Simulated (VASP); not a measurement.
# ReO2F2 in VASP: single point with PBE

Aim: the single point of ReO2F2 with PBE.

All numbers are computed with VASP 6.6.1; they aren't measurements. Logs are shortened: lines on timing, memory, paths and dates and some standing lists are left out, and cuts for length are marked.

## Step 1: The cell of the first run

The cell holds a molecule in a box, 5 atoms: a = 11.000 Å, b = 11.000 Å, c = 11.320 Å, α = 90.00°, β = 90.00°, γ = 90.00°.

## Step 2: Single point, PBE, non-collinear spin, typed start, spin-orbit coupling

The input, INCAR:

```
SYSTEM = ReO2F2
ALGO = Normal ; EDIFF = 1E-6
ENCUT = 520 ; GGA = PE
GGA_COMPAT = .False. ; ISIF = 2
ISMEAR = 0 ; LASPH = .True.
LCHARG = .False. ; LMAXMIX = 4
LNONCOLLINEAR = .True. ; LORBIT = 11
LORBMOM = .True. ; LREAL = .False.
LSORBIT = .True. ; LWAVE = .False.
MAGMOM = 0 0 1 0 0 0 0 0 0 0 0 0 0 0 0 ; NBANDS = 56
NELM = 200 ; NELMDL = -8
PREC = Accurate ; SIGMA = 0.01
```

The input, KPOINTS:

```
k-points
0
Gamma
  1 1 1
  0 0 0
```

The input, POSCAR:

```
ReO2F2
1.0
   11.0000000000      0.0000000000      0.0000000000
    0.0000000000     11.0000000000      0.0000000000
    0.0000000000      0.0000000000     11.3200000000
Re O F
1 2 2
Direct
    0.5000790900      0.5000790900      0.5201475300
    0.5910663600      0.5910663600      0.6024805700
    0.4090909100      0.4090909100      0.6024805700
    0.5809545500      0.4192036400      0.3975265000
    0.4192036400      0.5809545500      0.3975265000
```

Potentials or basis: VASP PAW PBE potentials, release 64 (Re_sv_GW, O, F).

Started as:

```
$ cat potpaw_PBE.64/Re_sv_GW/POTCAR potpaw_PBE.64/O/POTCAR potpaw_PBE.64/F/POTCAR > POTCAR
$ mpirun -np 1 vasp_ncl > vasp.out
```

OUTCAR:

```text
SYSTEM = ReO2F2
   EDIFF = 1E-6
   ENCUT = 520
   GGA = PE
   ISIF = 2
   ISMEAR = 0
   LASPH = .True.
   LNONCOLLINEAR = .True.
   LORBIT = 11
   LREAL = .False.
   LSORBIT = .True.
   NELM = 200
   NELMDL = -8
   PREC = Accurate

 ion  position               nearest neighbor table
   1  0.500  0.500  0.520-   2 1.69   3 1.69   4 1.87   5 1.87
   2  0.591  0.591  0.602-   1 1.69
   3  0.409  0.409  0.602-   1 1.69
   4  0.581  0.419  0.398-   1 1.87
   5  0.419  0.581  0.398-   1 1.87

  LATTYP: Found a simple tetragonal cell.
 ALAT       =    11.0000000000
 C/A-ratio  =     1.0290909091

  Lattice vectors:

 A1 = (  11.0000000000,   0.0000000000,   0.0000000000)
 A2 = (   0.0000000000,  11.0000000000,   0.0000000000)
 A3 = (   0.0000000000,   0.0000000000,  11.3200000000)

Analysis of symmetry for initial positions (statically):
=====================================================================
 Subroutine PRICEL returns:
 Original cell was already a primitive cell.

 Routine SETGRP: Setting up the symmetry group for a
 simple tetragonal supercell.

 Subroutine GETGRP returns: Found  4 space group operations
 (whereof  2 operations were pure point group operations)
 out of a pool of 16 trial point group operations.

The static configuration has the point symmetry C_1h.
 The point group associated with its full space group is C_2v.

Analysis of symmetry for dynamics (positions and initial velocities):
=====================================================================
 Subroutine PRICEL returns:
 Original cell was already a primitive cell.

 Routine SETGRP: Setting up the symmetry group for a
 simple tetragonal supercell.

 Subroutine GETGRP returns: Found  4 space group operations
 (whereof  2 operations were pure point group operations)
 out of a pool of 16 trial point group operations.

The dynamic configuration has the point symmetry C_1h.
 The point group associated with its full space group is C_2v.

Analysis of structural, dynamic, and magnetic symmetry:
=====================================================================
 Subroutine PRICEL returns:
 Original cell was already a primitive cell.

 Routine SETGRP: Setting up the symmetry group for a
 simple tetragonal supercell.

 Subroutine GETGRP returns: Found  2 space group operations
 (whereof  1 operations were pure point group operations)
 out of a pool of 16 trial point group operations.

The overall configuration has the point symmetry C_1 .
 The point group associated with its full space group is C_2 .

 Subroutine INISYM returns: Found  2 space group operations
 (whereof  1 operations are pure point group operations),
 and found     1 'primitive' translations

----------------------------------------------------------------------------------------

                                     Primitive cell

  volume of cell :    1369.7200

  direct lattice vectors                    reciprocal lattice vectors
    11.000000000  0.000000000  0.000000000     0.090909091  0.000000000  0.000000000
     0.000000000 11.000000000  0.000000000     0.000000000  0.090909091  0.000000000
     0.000000000  0.000000000 11.320000000     0.000000000  0.000000000  0.088339223

  length of vectors
    11.000000000 11.000000000 11.320000000     0.090909091  0.090909091  0.088339223

  position of ions in fractional coordinates (direct lattice)
     0.500079090  0.500079090  0.520147530
     0.591066360  0.591066360  0.602480570
     0.409090910  0.409090910  0.602480570
     0.580954550  0.419203640  0.397526500
     0.419203640  0.580954550  0.397526500

  ion indices of the primitive-cell ions
   primitive index   ion index
                 1           1
                 2           2
                 3           3
                 4           4
                 5           5

----------------------------------------------------------------------------------------

 KPOINTS: k-points

Automatic generation of k-mesh.
[... 61 lines left out ...]
     AMIX     =   0.40;   BMIX     =  1.00
     AMIX_MAG =   1.60;   BMIX_MAG =  1.00
  volume/ion in A,a.u.               =     273.94      1848.67
  Fermi-wavevector in a.u.,A,eV,Ry     =   0.508306  0.960560  3.515410  0.258375
  Thomas-Fermi vector in A             =   1.520256
   LORBIT       =     11    0 simple, 1 ext, 2 COOP (PROOUT), +10 PAW based schemes
   GGA     = PE    functional components
   LHFCALC =     F    Hartree Fock is set to
   AEXX    =    0.0000 exact exchange contribution
   IVDW    =     0    specifies the selected vdW correction
   LEPSILON=     F    determine dielectric tensor
   LRPA    =     F    only Hartree local field effects (RPA)
 Gauss-broadening in eV      SIGMA  =   0.01
  energy-cutoff  :      520.00
  volume of cell :     1369.72
 maximum number of plane-waves:     73686
 NGX is ok and might be reduce to    84
   NGX = 41   NGY = 41   NGZ = 43

 number of electron      41.0000000 magnetization       0.0000000      0.0000000      1.0000000

 number of electron      40.9999999 magnetization      -0.0000000     -0.0000000      0.9796381

 Free energy of the ion-electron system (eV)
  ---------------------------------------------------
  ext. energy  EPLUGINS =         0.00000000
  ---------------------------------------------------
  free energy    TOTEN  =       -37.66682797 eV

  energy without entropy =      -37.66682797  energy(sigma->0) =      -37.66682797

 E-fermi :  -5.7451     XC(G=0):  -0.9697

 val. band max:       -5.8678028430   @ k =   0.0000   0.0000   0.0000
 cond. band min:      -4.7663902289   @ k =   0.0000   0.0000   0.0000
 fundamental gap:      1.1014126141
 Fermi energy:        -5.7450719404

 k-point     1 :       0.0000    0.0000    0.0000
  band No.  band energies     occupation
      1     -88.2526      1.00000
      2     -87.9082      1.00000
      3     -56.9246      1.00000
      4     -56.8183      1.00000
      5     -47.3677      1.00000
      6     -47.3386      1.00000
[... 45 lines left out ...]
     52      -0.6577      0.00000
     53       0.5329      0.00000
 [bands above 53 left out]

------------------------ aborting loop because EDIFF is reached ----------------------------------------

  FORCE on cell =-STRESS in cart. coord.  units (eV):
  Direction    XX          YY          ZZ          XY          YZ          ZX
  --------------------------------------------------------------------------------------
  -------------------------------------------------------------------------------------
  Total        0.5202052      0.5202068      0.6632119      0.1899141      0.0000000      0.0000000
  in kB        0.6084900      0.6084919      0.7757666      0.2221447      0.0000000      0.0000000
  external PRESSURE =       0.6642495 kB  Pullay stress =       0.0000000 kB

 VOLUME and BASIS-vectors are now :
 -----------------------------------------------------------------------------
  energy-cutoff  :      520.00
  volume of cell :     1369.72
      direct lattice vectors                 reciprocal lattice vectors
    11.000000000  0.000000000  0.000000000     0.090909091  0.000000000  0.000000000
     0.000000000 11.000000000  0.000000000     0.000000000  0.090909091  0.000000000
     0.000000000  0.000000000 11.320000000     0.000000000  0.000000000  0.088339223

 POSITION                                       TOTAL-FORCE (eV/Angst)
 -----------------------------------------------------------------------------------
      5.50087      5.50087      5.88807         0.000000      0.000000     -0.284960
      6.50173      6.50173      6.82008         0.266815      0.266817      0.308448
      4.50000      4.50000      6.82008        -0.266815     -0.266817      0.308448
      6.39050      4.61124      4.50000         0.193832     -0.193833     -0.165968
      4.61124      6.39050      4.50000        -0.193832      0.193833     -0.165968
 -----------------------------------------------------------------------------------
    total drift:                                0.011036      0.011036     -0.002095

  FREE ENERGIE OF THE ION-ELECTRON SYSTEM (eV)
  ---------------------------------------------------
  free  energy   TOTEN  =       -37.6668279711 eV

  energy  without entropy=      -37.6668279711  energy(sigma->0) =      -37.66682797

 orbital moment (x)

 # of ion     p       d       f       tot
 ------------------------------------------------
  1         0.000   0.000   0.000   0.000
  2         0.003   0.000   0.000   0.003
  3        -0.003   0.000   0.000  -0.003
  4         0.006   0.000   0.000   0.006
  5        -0.006   0.000   0.000  -0.006
 ------------------------------------------------
            0.000   0.000   0.000   0.000

 orbital moment (y)

 # of ion     p       d       f       tot
 ------------------------------------------------
  1         0.000   0.000   0.000   0.000
  2         0.003   0.000   0.000   0.003
  3        -0.003   0.000   0.000  -0.003
  4        -0.006   0.000   0.000  -0.006
  5         0.006   0.000   0.000   0.006
 ------------------------------------------------
            0.000   0.000   0.000   0.000

 orbital moment (z)

 # of ion     p       d       f       tot
 ------------------------------------------------
  1        -0.000  -0.116   0.001  -0.115
  2         0.016   0.000   0.000   0.016
  3         0.016   0.000   0.000   0.016
  4        -0.005   0.000   0.000  -0.005
  5        -0.005   0.000   0.000  -0.005
 ------------------------------------------------
            0.022  -0.116   0.001  -0.093

 Spin-Orbit-Coupling matrix elements

 Ion:    1  E_soc:     -3.4200388
 l=   1
     0.0000000    -0.5254158    -0.5261652
    -0.5254158     0.0000000    -0.5254158
    -0.5261652    -0.5254158     0.0000000
 l=   2
     0.0000000    -0.0090943     0.0000000    -0.0090944    -0.0413609
    -0.0090943     0.0000000    -0.0271224    -0.0062781    -0.0064818
     0.0000000    -0.0271224     0.0000000    -0.0271225     0.0000000
    -0.0090944    -0.0062781    -0.0271225     0.0000000    -0.0064818
    -0.0413609    -0.0064818     0.0000000    -0.0064818     0.0000000
 l=   3
     0.0000000     0.0000024     0.0000000     0.0000000     0.0000000    -0.0000001     0.0000147
     0.0000024     0.0000000    -0.0000068     0.0000000    -0.0000068     0.0000167     0.0000024
     0.0000000    -0.0000068     0.0000000    -0.0000017    -0.0000062     0.0000003     0.0000000
     0.0000000     0.0000000    -0.0000017     0.0000000    -0.0000017     0.0000000     0.0000000
[... 69 lines left out ...]
 l=   2
     0.0000000     0.0000000     0.0000000     0.0000000     0.0000000
     0.0000000     0.0000000     0.0000000     0.0000000     0.0000000
     0.0000000     0.0000000     0.0000000     0.0000000     0.0000000
     0.0000000     0.0000000     0.0000000     0.0000000     0.0000000
     0.0000000     0.0000000     0.0000000     0.0000000     0.0000000
 l=   3
     0.0000000     0.0000000     0.0000000     0.0000000     0.0000000     0.0000000     0.0000000
     0.0000000     0.0000000     0.0000000     0.0000000     0.0000000     0.0000000     0.0000000
     0.0000000     0.0000000     0.0000000     0.0000000     0.0000000     0.0000000     0.0000000
     0.0000000     0.0000000     0.0000000     0.0000000     0.0000000     0.0000000     0.0000000
     0.0000000     0.0000000     0.0000000     0.0000000     0.0000000     0.0000000     0.0000000
     0.0000000     0.0000000     0.0000000     0.0000000     0.0000000     0.0000000     0.0000000
     0.0000000     0.0000000     0.0000000     0.0000000     0.0000000     0.0000000     0.0000000

 total charge

# of ion       s       p       d       f       tot
--------------------------------------------------
    1        3.733   6.111   4.018   0.302  14.164
    2        1.608   3.360   0.000   0.000   4.968
    3        1.608   3.360   0.000   0.000   4.968
    4        1.749   4.307   0.000   0.000   6.056
    5        1.749   4.307   0.000   0.000   6.056
--------------------------------------------------
tot         10.447  21.444   4.018   0.302  36.211

 magnetization (x)

# of ion       s       p       d       f       tot
--------------------------------------------------
    1        0.000   0.000   0.000   0.000   0.000
    2        0.000   0.002   0.000   0.000   0.002
    3       -0.000  -0.002   0.000   0.000  -0.002
    4        0.000   0.007   0.000   0.000   0.007
    5       -0.000  -0.007   0.000   0.000  -0.007
--------------------------------------------------
tot          0.000   0.000   0.000   0.000   0.000

 magnetization (y)

# of ion       s       p       d       f       tot
--------------------------------------------------
    1        0.000   0.000   0.000   0.000   0.000
    2        0.000   0.002   0.000   0.000   0.002
    3       -0.000  -0.002   0.000   0.000  -0.002
    4       -0.000  -0.007   0.000   0.000  -0.007
    5        0.000   0.007   0.000   0.000   0.007
--------------------------------------------------
tot          0.000   0.000   0.000   0.000   0.000

 magnetization (z)

# of ion       s       p       d       f       tot
--------------------------------------------------
    1        0.186   0.008   0.574  -0.000   0.768
    2        0.000  -0.004   0.000   0.000  -0.004
    3        0.000  -0.004   0.000   0.000  -0.004
    4        0.001   0.068   0.000   0.000   0.069
    5        0.001   0.068   0.000   0.000   0.069
--------------------------------------------------
tot          0.189   0.135   0.574  -0.000   0.898
```

Run time: 28 min. Hardware: 1 thread of Intel Xeon Platinum 8259CL at 2.50GHz (Skylake/Cascade Lake), shared host; peak memory 3.4 GiB.

What came out:

```yaml
Free_energy: -37.6668 eV
Largest_force: 0.487 eV/Å
Net_moment: 0.98 μB per cell
Valence_electrons_inside_the_program's_atomic_spheres: Re 14.16; O 4.97; F 6.06
```

Forces on the atoms (eV/Å):
```
Re   0.000  0.000 -0.285
O    0.267  0.267  0.308
O   -0.267 -0.267  0.308
F    0.194 -0.194 -0.166
F   -0.194  0.194 -0.166
```

Moments on the atoms (μB; x, y, z):
```
Re   0.00  0.00  0.77
O    0.00  0.00  0.00
O    0.00  0.00  0.00
F    0.01 -0.01  0.07
F   -0.01  0.01  0.07
```

Caveat: a moment this small can come from the mesh or the smearing.
